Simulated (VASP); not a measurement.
# FeO (P-6m2) in VASP: single point with PBE

Aim: the single point of FeO with PBE.

Everything below comes from runs of VASP 6.6.1. Logs are shortened: lines on timing, memory, paths and dates and some standing lists are left out, and cuts for length are marked.

## Step 1: The cell of the first run

It takes space group P-6m2 (No. 187, hexagonal). The conventional cell has a = 2.853 Å, b = 2.853 Å, c = 2.763 Å, α = 90.00°, β = 90.00°, γ = 120.00°. Within 2.8 Å of Fe (site symmetry -6m2) lie 6 O at 2.15 Å and 2 Fe at 2.76 Å. O (site symmetry -6m2) has 6 Fe at 2.15 Å and 2 O at 2.76 Å within 2.8 Å.

## Step 2: Single point, PBE, collinear spin, ferromagnetic start

Input file INCAR:

```
SYSTEM = FeO
  ALGO = Normal
  EDIFF = 1E-6
  ENCUT = 520
  GGA = PE
  ISIF = 2
  ISMEAR = 0
  ISPIN = 2
  LASPH = .TRUE.
  LCHARG = .FALSE.
  LMAXMIX = 4
  LORBIT = 11
  LREAL = .FALSE.
  LWAVE = .FALSE.
  MAGMOM = 3.78 0.42
  NBANDS = 18
  NELM = 150
  PREC = Accurate
  SIGMA = 0.1
```

Input file KPOINTS:

```
k-points
0
G
  24 24 20
  0 0 0
```

Input file POSCAR:

```
FeO
1.0
    2.8532715637      0.0000000000      0.0000000000
   -1.4266357818      2.4710056581      0.0000000000
    0.0000000000      0.0000000000      2.7628874396
Fe O
1 1
Direct
    0.6666666667      0.3333333333      0.5000000000
    0.3333333333      0.6666666667      0.0000000000
```

Potentials or basis: VASP PAW PBE potentials, release 64 (Fe, O).

Started as:

```bash
$ cat potpaw_PBE.64/Fe/POTCAR potpaw_PBE.64/O/POTCAR > POTCAR
$ mpirun -np 1 vasp_std > vasp.out
```

OUTCAR:

```text
SYSTEM = FeO
   EDIFF = 1E-6
   ENCUT = 520
   GGA = PE
   ISIF = 2
   ISMEAR = 0
   ISPIN = 2
   LASPH = .TRUE.
   LORBIT = 11
   LREAL = .FALSE.
   NELM = 150
   PREC = Accurate

 ion  position               nearest neighbor table
   1  0.667  0.333  0.500-   2 2.15   2 2.15   2 2.15   2 2.15   2 2.15   2 2.15
   2  0.333  0.667  0.000-   1 2.15   1 2.15   1 2.15   1 2.15   1 2.15   1 2.15

  LATTYP: Found a hexagonal cell.
 ALAT       =     2.8532715637
 C/A-ratio  =     0.9683226352

  Lattice vectors:

 A1 = (   2.8532715637,   0.0000000000,   0.0000000000)
 A2 = (  -1.4266357818,   2.4710056581,   0.0000000000)
 A3 = (   0.0000000000,   0.0000000000,   2.7628874396)

Analysis of symmetry for initial positions (statically):
=====================================================================
 Subroutine PRICEL returns:
 Original cell was already a primitive cell.

 Routine SETGRP: Setting up the symmetry group for a
 hexagonal supercell.

 Subroutine GETGRP returns: Found 12 space group operations
 (whereof 12 operations were pure point group operations)
 out of a pool of 24 trial point group operations.

The static configuration has the point symmetry D_3h.

Analysis of symmetry for dynamics (positions and initial velocities):
=====================================================================
 Subroutine PRICEL returns:
 Original cell was already a primitive cell.

 Routine SETGRP: Setting up the symmetry group for a
 hexagonal supercell.

 Subroutine GETGRP returns: Found 12 space group operations
 (whereof 12 operations were pure point group operations)
 out of a pool of 24 trial point group operations.

The dynamic configuration has the point symmetry D_3h.

Analysis of structural, dynamic, and magnetic symmetry:
=====================================================================
 Subroutine PRICEL returns:
 Original cell was already a primitive cell.

 Routine SETGRP: Setting up the symmetry group for a
 hexagonal supercell.

 Subroutine GETGRP returns: Found 12 space group operations
 (whereof 12 operations were pure point group operations)
 out of a pool of 24 trial point group operations.

The overall configuration has the point symmetry D_3h.

 Subroutine INISYM returns: Found 12 space group operations
 (whereof 12 operations are pure point group operations),
 and found     1 'primitive' translations

----------------------------------------------------------------------------------------

                                     Primitive cell

  volume of cell :      19.4796

  direct lattice vectors                    reciprocal lattice vectors
     2.853271564  0.000000000  0.000000000     0.350474877  0.202346765  0.000000000
    -1.426635782  2.471005658  0.000000000     0.000000000  0.404693529  0.000000000
     0.000000000  0.000000000  2.762887440     0.000000000  0.000000000  0.361940188

  length of vectors
     2.853271564  2.853271564  2.762887440     0.404693529  0.404693529  0.361940188

  position of ions in fractional coordinates (direct lattice)
     0.666666667  0.333333333  0.500000000
     0.333333333  0.666666667  0.000000000

  ion indices of the primitive-cell ions
   primitive index   ion index
                 1           1
                 2           2

----------------------------------------------------------------------------------------

 KPOINTS: k-points

Automatic generation of k-mesh.
 Grid dimensions read from file:
 generate k-points for:   24   24   20

 Generating k-lattice:

  Cartesian coordinates                     Fractional coordinates (reciprocal lattice)
     0.014603120  0.008431115  0.000000000     0.041666667  0.000000000  0.000000000
     0.000000000  0.016862230  0.000000000     0.000000000  0.041666667  0.000000000
     0.000000000  0.000000000  0.018097009     0.000000000  0.000000000  0.050000000

  Length of vectors
     0.016862230  0.016862230  0.018097009

  Shift w.r.t. Gamma in fractional coordinates (k-lattice)
     0.000000000  0.000000000  0.000000000

 Subroutine IBZKPT returns following result:
 ===========================================

 Found    671 irreducible k-points:

 Following reciprocal coordinates:
            Coordinates               Weight
  0.000000  0.000000  0.000000      1.000000
  0.041667 -0.000000  0.000000      6.000000
  0.083333 -0.000000  0.000000      6.000000
  0.125000 -0.000000  0.000000      6.000000
  0.166667  0.000000  0.000000      6.000000
  0.208333  0.000000  0.000000      6.000000
[... 16 lines left out ...]
  0.416667  0.041667  0.000000     12.000000
  0.458333  0.041667  0.000000     12.000000
 [... further k-points ...]
   k-points           NKPTS =    671   k-points in BZ     NKDIM =    671   number of bands    NBANDS=     18
   number of dos      NEDOS =    301   number of ions     NIONS =      2
   total plane-waves  NPLWV =  13824
   dimension x,y,z NGX =    24 NGY =   24 NGZ =   24
   dimension x,y,z NGXF=    48 NGYF=   48 NGZF=   48
   ions per type =               1   1
   NGX,Y,Z   is equivalent  to a cutoff of  13.98, 13.98, 14.44 a.u.
   NGXF,Y,Z  is equivalent  to a cutoff of  27.97, 27.97, 28.88 a.u.
 SYSTEM =  FeO
   PREC   = accura    normal or accurate (medium, high low for compatibility)
   ISTART =      0    job   : 0-new  1-cont  2-samecut
   ICHARG =      2    charge: 1-file 2-atom 10-const
   ISPIN  =      2    spin polarized calculation?
   LNONCOLLINEAR =      F non collinear calculations
   LSORBIT =      F    spin-orbit coupling
   LASPH  =      T    aspherical Exc in radial PAW
   ENCUT  =  520.0 eV  38.22 Ry    6.18 a.u.   5.31  5.31  5.14*2*pi/ulx,y,z
   NELM   =    150;   NELMIN=  2; NELMDL= -5     # of ELM steps
   EDIFF  = 0.1E-05   stopping-criterion for ELM
   LREAL  =      F    real-space projection
[... 7 lines left out ...]
   TEBEG  =    0.0;   TEEND  =   0.0 temperature during run
   PSTRESS=    0.0 pullay stress
   NELECT =      14.0000    total number of electrons
   NUPDOWN=      -1.0000    fix difference up-down
   EMIN   =  10.00;   EMAX   =-10.00  energy-range for DOS
   EFERMI =   0.00;   METHOD = LEGACY
   ISMEAR =     0;   SIGMA  =   0.10  broadening in eV -4-tet -1-fermi 0-gaus
   EFERMI_NEDOS =   21; number of points for ismear=-14 and -15
   IALGO  =     38    algorithm
   IMIX   =      4    mixing-type and parameters
     AMIX     =   0.40;   BMIX     =  1.00
     AMIX_MAG =   1.60;   BMIX_MAG =  1.00
  volume/ion in A,a.u.               =       9.74        65.73
  Fermi-wavevector in a.u.,A,eV,Ry     =   1.466417  2.771126 29.257681  2.150379
  Thomas-Fermi vector in A             =   2.582157
   LORBIT       =     11    0 simple, 1 ext, 2 COOP (PROOUT), +10 PAW based schemes
   GGA     = PE    functional components
   LHFCALC =     F    Hartree Fock is set to
   AEXX    =    0.0000 exact exchange contribution
   IVDW    =     0    specifies the selected vdW correction
   LEPSILON=     F    determine dielectric tensor
   LRPA    =     F    only Hartree local field effects (RPA)
 spin polarized calculation
 Gauss-broadening in eV      SIGMA  =   0.10
  energy-cutoff  :      520.00
  volume of cell :       19.48
 maximum number of plane-waves:       541
 NGX is ok and might be reduce to    24
   NGX = 11   NGY = 11   NGZ = 11

 number of electron      13.9999997 magnetization       3.9950579

 Free energy of the ion-electron system (eV)
  ---------------------------------------------------
  ext. energy  EPLUGINS =         0.00000000
  ---------------------------------------------------
  free energy    TOTEN  =       -15.00022314 eV

  energy without entropy =      -14.99936539  energy(sigma->0) =      -14.99979427

 E-fermi :   5.7418     XC(G=0): -12.3488

 val. band max:        5.7344785662   @ k =   0.0417  -0.0000   0.3500
 cond. band min:       5.7429919009   @ k =   0.0417  -0.0000   0.4000
 fundamental gap:      0.0085133347
 Fermi energy:         5.7417752121

 spin component 1

 k-point     1 :       0.0000    0.0000    0.0000
  band No.  band energies     occupation
      1     -14.5642      1.00000
      2       0.7405      1.00000
      3       0.7405      1.00000
      4       1.2549      1.00000
      5       2.1199      1.00000
      6       3.0225      1.00000
[... 10 lines left out ...]
     17      31.6072      0.00000
     18      35.7736      0.00000

 k-point     2 :       0.0417   -0.0000    0.0000
  band No.  band energies     occupation
      1     -14.5467      1.00000
      2       0.6751      1.00000
      3       0.7543      1.00000
      4       1.2740      1.00000
      5       2.0261      1.00000
      6       3.0199      1.00000
[... 10 lines left out ...]
     17      31.5785      0.00000
     18      35.7434      0.00000
[... 442 lines left out ...]
 k-point    24 :       0.4583    0.0417    0.0000
  band No.  band energies     occupation
      1     -13.4096      1.00000
      2      -2.1956      1.00000
      3       0.4051      1.00000
      4       1.3597      1.00000
      5       1.8180      1.00000
      6       2.8555      1.00000
[... 10 lines left out ...]
     17      34.3925      0.00000
     18      34.9125      0.00000

 [... further k-points ...]

 spin component 2

 k-point     1 :       0.0000    0.0000    0.0000
  band No.  band energies     occupation
      1     -13.9461      1.00000
      2       2.3241      1.00000
      3       2.3241      1.00000
      4       2.7488      1.00000
      5       3.8270      1.00000
      6       7.0844      0.00000
[... 10 lines left out ...]
     17      32.6589      0.00000
     18      36.1439      0.00000

 k-point     2 :       0.0417   -0.0000    0.0000
  band No.  band energies     occupation
      1     -13.9281      1.00000
      2       2.2215      1.00000
      3       2.3290      1.00000
      4       2.7328      1.00000
      5       3.8468      1.00000
      6       7.0806      0.00000
[... 10 lines left out ...]
     17      32.6157      0.00000
     18      36.1283      0.00000
[... 442 lines left out ...]
 k-point    24 :       0.4583    0.0417    0.0000
  band No.  band energies     occupation
      1     -12.7469      1.00000
      2      -1.4671      1.00000
      3       2.0441      1.00000
      4       2.4343      1.00000
      5       4.3073      1.00000
      6       6.8441      0.00000
[... 10 lines left out ...]
     17      34.7416      0.00000
     18      35.8159      0.00000

 [... further k-points ...]
[... 5 lines left out ...]
  --------------------------------------------------------------------------------------
  -------------------------------------------------------------------------------------
  Total        0.0272305      0.0272305     -0.0233405      0.0000000      0.0000000      0.0000000
  in kB        2.2396816      2.2396816     -1.9197316      0.0000000      0.0000000      0.0000000
  external PRESSURE =       0.8532105 kB  Pullay stress =       0.0000000 kB

 VOLUME and BASIS-vectors are now :
 -----------------------------------------------------------------------------
  energy-cutoff  :      520.00
  volume of cell :       19.48
      direct lattice vectors                 reciprocal lattice vectors
     2.853271564  0.000000000  0.000000000     0.350474877  0.202346765  0.000000000
    -1.426635782  2.471005658  0.000000000     0.000000000  0.404693529  0.000000000
     0.000000000  0.000000000  2.762887440     0.000000000  0.000000000  0.361940188

 POSITION                                       TOTAL-FORCE (eV/Angst)
 -----------------------------------------------------------------------------------
      1.42664      0.82367      1.38144        -0.000000      0.000000      0.000000
     -0.00000      1.64734      0.00000         0.000000     -0.000000      0.000000
 -----------------------------------------------------------------------------------
    total drift:                                0.000000     -0.000000     -0.000000

  FREE ENERGIE OF THE ION-ELECTRON SYSTEM (eV)
  ---------------------------------------------------
  free  energy   TOTEN  =       -15.0002231401 eV

  energy  without entropy=      -14.9993653907  energy(sigma->0) =      -14.99979427

 total charge

# of ion       s       p       d       tot
------------------------------------------
    1        0.305   0.404   6.079   6.788
    2        1.559   3.428   0.000   4.987
--------------------------------------------------
tot          1.865   3.832   6.079  11.775

 magnetization (x)

# of ion       s       p       d       tot
------------------------------------------
    1        0.011   0.008   3.545   3.564
    2        0.030   0.332   0.000   0.362
--------------------------------------------------
tot          0.041   0.339   3.545   3.926
```

It took 17 min on 1 thread of AMD EPYC, shared host; peak memory 0.41 GiB.

Results:

```yaml
Free_energy: -15.0002 eV
Pressure: 0.1 GPa
Band_gap_on_the_k_mesh: zero (filled and empty bands overlap)
Net_moment: 4.00 μB per cell
Site_moments: Fe +3.56; O +0.36 μB
Valence_electrons_inside_the_program's_atomic_spheres: Fe 6.79; O 4.99
```

Stress tensor (GPa, compression positive):
```
 0.22  0.00  0.00
 0.00  0.22  0.00
 0.00  0.00 -0.19
```

Caveat: a cell with one magnetic atom can't hold antiferromagnetic order, which such compounds often take; semilocal functionals often make such compounds metallic where correlation or magnetic order opens a gap, which also shifts bond lengths. With open d or f shells a metallic result of PBE can be an artefact of self-interaction; +U or a hybrid may open a gap.
